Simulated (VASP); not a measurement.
# Cu in VASP: relaxation of the atoms with PBE

Aim: the relaxation of the atoms of Cu with PBE.

Program: VASP 6.6.1. These are calculated values, not measurements. Logs are shortened: lines on timing, memory, paths and dates and some standing lists are left out, and cuts for length are marked.

## (1) The cell of the first run

The cell holds a slab with vacuum, 4 atoms: a = 2.567 Å, b = 2.567 Å, c = 21.444 Å, α = 90.00°, β = 90.00°, γ = 90.00°.

## (2) Relaxation of the atoms, PBE

Contents of INCAR:

```
SYSTEM = Cu
  PREC = Accurate
  ENCUT = 520
  EDIFF = 1E-7
  ISMEAR = -1
  SIGMA = 0.1
  LREAL = .FALSE.
  LASPH = .TRUE.
  NELM = 100
  ALGO = Normal
  ISIF = 2
  LWAVE = .FALSE.
  LCHARG = .FALSE.
  LDIPOL = .TRUE.
  IDIPOL = 3
  DIPOL = 0.5 0.5 0.500
  GGA = PE
  IBRION = 2
  NSW = 32
  EDIFFG = -0.01
```

Contents of KPOINTS:

```
Automatic mesh
0
G
  14 14 1
  0 0 0
```

Contents of POSCAR:

```
Cu
1.0
    2.5665139637      0.0000000000      0.0000000000
    0.0000000000      2.5665139637      0.0000000000
    0.0000000000      0.0000000000     21.4444000000
Cu
4
Direct
    0.2500000000      0.2500000000      0.3750743292
    0.7500000000      0.7500000000      0.4572841423
    0.2500000000      0.2500000000      0.5427157821
    0.7500000000      0.7500000000      0.6249257460
```

Potentials or basis: VASP PAW PBE potentials, release 64 (Cu).

Launch:

```sh
$ cat potpaw_PBE.64/Cu/POTCAR > POTCAR
$ mpirun -np 1 vasp_std > vasp.out
```

OUTCAR:

```text
SYSTEM = Cu
   PREC = Accurate
   ENCUT = 520
   EDIFF = 1E-7
   ISMEAR = -1
   LREAL = .FALSE.
   LASPH = .TRUE.
   NELM = 100
   ISIF = 2
   GGA = PE
   IBRION = 2
   NSW = 32
   EDIFFG = -0.01

 ion  position               nearest neighbor table
   1  0.250  0.250  0.375-   2 2.53   2 2.53   2 2.53   2 2.53
   2  0.750  0.750  0.457-   1 2.53   1 2.53   1 2.53   1 2.53   3 2.58   3 2.58   3 2.58   3 2.58

   3  0.250  0.250  0.543-   4 2.53   4 2.53   4 2.53   4 2.53   2 2.58   2 2.58   2 2.58   2 2.58

   4  0.750  0.750  0.625-   3 2.53   3 2.53   3 2.53   3 2.53

  LATTYP: Found a simple tetragonal cell.
 ALAT       =     2.5665139637
 C/A-ratio  =     8.3554581441

  Lattice vectors:

 A1 = (   2.5665139637,   0.0000000000,   0.0000000000)
 A2 = (   0.0000000000,   2.5665139637,   0.0000000000)
 A3 = (   0.0000000000,   0.0000000000,  21.4444000000)

Analysis of symmetry for initial positions (statically):
=====================================================================
 Subroutine PRICEL returns:
 Original cell was already a primitive cell.

 Routine SETGRP: Setting up the symmetry group for a
 simple tetragonal supercell.

 Subroutine GETGRP returns: Found 16 space group operations
 (whereof  4 operations were pure point group operations)
 out of a pool of 16 trial point group operations.

The static configuration has the point symmetry C_2h.
 The point group associated with its full space group is D_4h.

Analysis of symmetry for dynamics (positions and initial velocities):
=====================================================================
 Subroutine PRICEL returns:
 Original cell was already a primitive cell.

 Routine SETGRP: Setting up the symmetry group for a
 simple tetragonal supercell.

 Subroutine GETGRP returns: Found 16 space group operations
 (whereof  4 operations were pure point group operations)
 out of a pool of 16 trial point group operations.

The dynamic configuration has the point symmetry C_2h.
 The point group associated with its full space group is D_4h.

 Subroutine INISYM returns: Found 16 space group operations
 (whereof  4 operations are pure point group operations),
 and found     1 'primitive' translations

----------------------------------------------------------------------------------------

                                     Primitive cell

  volume of cell :     141.2541

  direct lattice vectors                    reciprocal lattice vectors
     2.566513964  0.000000000  0.000000000     0.389633571  0.000000000  0.000000000
     0.000000000  2.566513964  0.000000000     0.000000000  0.389633571  0.000000000
     0.000000000  0.000000000 21.444400000     0.000000000  0.000000000  0.046632221

  length of vectors
     2.566513964  2.566513964 21.444400000     0.389633571  0.389633571  0.046632221

  position of ions in fractional coordinates (direct lattice)
     0.250000000  0.250000000  0.375074329
     0.750000000  0.750000000  0.457284142
     0.250000000  0.250000000  0.542715782
     0.750000000  0.750000000  0.624925746

  ion indices of the primitive-cell ions
   primitive index   ion index
                 1           1
                 2           2
                 3           3
                 4           4

----------------------------------------------------------------------------------------

 KPOINTS: Automatic mesh

Automatic generation of k-mesh.
 Grid dimensions read from file:
 generate k-points for:   14   14    1

 Generating k-lattice:

  Cartesian coordinates                     Fractional coordinates (reciprocal lattice)
     0.027830969  0.000000000  0.000000000     0.071428571  0.000000000  0.000000000
     0.000000000  0.027830969  0.000000000     0.000000000  0.071428571  0.000000000
     0.000000000  0.000000000  0.046632221     0.000000000  0.000000000  1.000000000

  Length of vectors
     0.027830969  0.027830969  0.046632221

  Shift w.r.t. Gamma in fractional coordinates (k-lattice)
     0.000000000  0.000000000  0.000000000

 Subroutine IBZKPT returns following result:
 ===========================================

 Found     36 irreducible k-points:

 Following reciprocal coordinates:
            Coordinates               Weight
  0.000000  0.000000  0.000000      1.000000
  0.071429  0.000000  0.000000      4.000000
  0.142857  0.000000  0.000000      4.000000
  0.214286  0.000000  0.000000      4.000000
  0.285714  0.000000  0.000000      4.000000
  0.357143  0.000000  0.000000      4.000000
[... 16 lines left out ...]
  0.285714  0.214286  0.000000      8.000000
  0.357143  0.214286  0.000000      8.000000
 [... further k-points ...]
   k-points           NKPTS =     36   k-points in BZ     NKDIM =     36   number of bands    NBANDS=     26
   number of dos      NEDOS =    301   number of ions     NIONS =      4
   total plane-waves  NPLWV =  64000
   dimension x,y,z NGX =    20 NGY =   20 NGZ =  160
   dimension x,y,z NGXF=    40 NGYF=   40 NGZF=  320
   ions per type =               4
   NGX,Y,Z   is equivalent  to a cutoff of  12.95, 12.95, 12.40 a.u.
   NGXF,Y,Z  is equivalent  to a cutoff of  25.91, 25.91, 24.81 a.u.
 SYSTEM =  Cu
   PREC   = accura    normal or accurate (medium, high low for compatibility)
   ISTART =      0    job   : 0-new  1-cont  2-samecut
   ICHARG =      2    charge: 1-file 2-atom 10-const
   ISPIN  =      1    spin polarized calculation?
   LNONCOLLINEAR =      F non collinear calculations
   LSORBIT =      F    spin-orbit coupling
   LASPH  =      T    aspherical Exc in radial PAW
   ENCUT  =  520.0 eV  38.22 Ry    6.18 a.u.   4.77  4.77 39.87*2*pi/ulx,y,z
   NELM   =    100;   NELMIN=  2; NELMDL= -5     # of ELM steps
   EDIFF  = 0.1E-06   stopping-criterion for ELM
   LREAL  =      F    real-space projection
   EDIFFG = -.1E-01   stopping-criterion for IOM
   NSW    =     32    number of steps for IOM
   IBRION =      2    ionic relax: 0-MD 1-quasi-New 2-CG
   NFREE  =      1    steps in history (QN), initial steepest desc. (CG)
   ISIF   =      2    stress and relaxation
   ISYM   =      2    0-nonsym 1-usesym 2-fastsym
   POTIM  = 0.5000    time-step for ionic-motion
   TEBEG  =    0.0;   TEEND  =   0.0 temperature during run
   PSTRESS=    0.0 pullay stress
   NELECT =      44.0000    total number of electrons
   NUPDOWN=      -1.0000    fix difference up-down
   EMIN   =  10.00;   EMAX   =-10.00  energy-range for DOS
   EFERMI =   0.00;   METHOD = LEGACY
   ISMEAR =    -1;   SIGMA  =   0.10  broadening in eV -4-tet -1-fermi 0-gaus
   EFERMI_NEDOS =   21; number of points for ismear=-14 and -15
   IALGO  =     38    algorithm
   IMIX   =      4    mixing-type and parameters
     AMIX     =   0.40;   BMIX     =  1.00
     AMIX_MAG =   1.60;   BMIX_MAG =  1.00
  volume/ion in A,a.u.               =      35.31       238.31
  Fermi-wavevector in a.u.,A,eV,Ry     =   1.109750  2.097124 16.756202  1.231546
  Thomas-Fermi vector in A             =   2.246294
   LORBIT       =      0    0 simple, 1 ext, 2 COOP (PROOUT), +10 PAW based schemes
   GGA     = PE    functional components
   LHFCALC =     F    Hartree Fock is set to
   AEXX    =    0.0000 exact exchange contribution
   IVDW    =     0    specifies the selected vdW correction
   LEPSILON=     F    determine dielectric tensor
   LRPA    =     F    only Hartree local field effects (RPA)
 conjugate gradient relaxation of ions
 non-spin polarized calculation
  energy-cutoff  :      520.00
  volume of cell :      141.25
 maximum number of plane-waves:      3827
 NGX is ok and might be reduce to    20
   NGX =  9   NGY =  9   NGZ = 79

--------------------------------------- Ionic step        1  -------------------------------------------

 number of electron      43.9999938 magnetization

 Free energy of the ion-electron system (eV)
  ---------------------------------------------------
  ext. energy  EPLUGINS =         0.00000000
  ---------------------------------------------------
  free energy    TOTEN  =       -13.73267300 eV

  energy without entropy =      -13.68485589  energy(sigma->0) =      -13.70876444

------------------------ aborting loop because EDIFF is reached ----------------------------------------

  FORCE on cell =-STRESS in cart. coord.  units (eV):
  Direction    XX          YY          ZZ          XY          YZ          ZX
  --------------------------------------------------------------------------------------
  -------------------------------------------------------------------------------------
  Total       -1.0190354     -1.0190354      0.1143786      0.0000000      0.0000000      0.0000000
  in kB      -11.5584264    -11.5584264      1.2973416      0.0000000      0.0000000      0.0000000
  external PRESSURE =      -7.2731704 kB  Pullay stress =       0.0000000 kB
[... 137 lines left out ...]
  energy  without entropy=      -13.6852616667  energy(sigma->0) =      -13.70907136

--------------------------------------- Ionic step        5  -------------------------------------------

 number of electron      43.9999938 magnetization

 dipolmoment           0.000000      0.000000      0.000010 electrons x Angstroem

 Free energy of the ion-electron system (eV)
  ---------------------------------------------------
  ext. energy  EPLUGINS =         0.00000000
  ---------------------------------------------------
  free energy    TOTEN  =       -13.73293572 eV

  energy without entropy =      -13.68542208  energy(sigma->0) =      -13.70917890

 E-fermi :  -0.4175     XC(G=0):  -5.1747

 val. band max:       -0.4255892267   @ k =   0.3571   0.0714   0.0000
 cond. band min:      -0.3278697297   @ k =   0.5000   0.1429   0.0000
 fundamental gap:      0.0977194970
 Fermi energy:        -0.4174845586

 k-point     1 :       0.0000    0.0000    0.0000
  band No.  band energies     occupation
      1      -9.1177      2.00000
      2      -7.4951      2.00000
      3      -5.4974      2.00000
      4      -5.1023      2.00000
      5      -4.6273      2.00000
      6      -4.1729      2.00000
[... 685 lines left out ...]
     25       3.8454      0.00000
     26       4.9833      0.00000

 [... further k-points ...]

------------------------ aborting loop because EDIFF is reached ----------------------------------------

 vacuum level on the upper side and lower side of the slab       (xc-potential included)        -0.145        -0.145

  FORCE on cell =-STRESS in cart. coord.  units (eV):
  Direction    XX          YY          ZZ          XY          YZ          ZX
  --------------------------------------------------------------------------------------
  -------------------------------------------------------------------------------------
  Total       -1.1198288     -1.1198288     -0.0230031      0.0000000     -0.0000000      0.0000000
  in kB      -12.7016769    -12.7016769     -0.2609128      0.0000000     -0.0000000      0.0000000
  external PRESSURE =      -8.5547555 kB  Pullay stress =       0.0000000 kB

 VOLUME and BASIS-vectors are now :
 -----------------------------------------------------------------------------
  energy-cutoff  :      520.00
  volume of cell :      141.25
      direct lattice vectors                 reciprocal lattice vectors
     2.566513964  0.000000000  0.000000000     0.389633571  0.000000000  0.000000000
     0.000000000  2.566513964  0.000000000     0.000000000  0.389633571  0.000000000
     0.000000000  0.000000000 21.444400000     0.000000000  0.000000000  0.046632221
[... 10 lines left out ...]
  FREE ENERGIE OF THE ION-ELECTRON SYSTEM (eV)
  ---------------------------------------------------
  free  energy   TOTEN  =       -13.7329357196 eV

  energy  without entropy=      -13.6854220779  energy(sigma->0) =      -13.70917890

 reached required accuracy - stopping structural energy minimisation

 vacuum level on the upper side and lower side of the slab         3.968         3.968
```

Run time: 7.6 min. Hardware: 1 thread of Intel Xeon Platinum 8488C (Sapphire Rapids), shared host; peak memory 0.29 GiB.

What came out:

| Item | Value |
| --- | --- |
| Free energy | -13.7329 eV |
| Energy gained by relaxing | 0.1 meV/atom |
| Ionic steps | 5 |
| Largest force after relaxing | 0.004 eV/Å |
| Band gap on the k mesh | zero (bands 22 and 23 overlap by 4.43 eV) |

Forces on the atoms (eV/Å):
```
Cu   0.000  0.000 -0.002
Cu   0.000  0.000  0.004
Cu   0.000  0.000 -0.004
Cu   0.000  0.000  0.002
```

The path:
| step | energy change (eV) | largest force (eV/Å) | pressure (GPa) |
| --- | --- | --- | --- |
| 1 | 0.0000 | 0.0303 | -0.73 |
| 2 | -0.0001 | 0.0225 | -0.75 |
| 3 | -0.0002 | 0.0204 | -0.81 |
| 4 | -0.0002 | 0.0136 | -0.81 |
| 5 | -0.0003 | 0.0041 | -0.86 |

Final structure:
```
Cu
1.0
     2.56651    0.00000    0.00000
     0.00000    2.56651    0.00000
     0.00000    0.00000   21.44440
Cu
4
Direct
  0.25000 0.25000 0.37463
  0.75000 0.75000 0.45716
  0.25000 0.25000 0.54284
  0.75000 0.75000 0.62537
```

The gap in the log of VASP goes by the Fermi energy; the results here count the filled bands.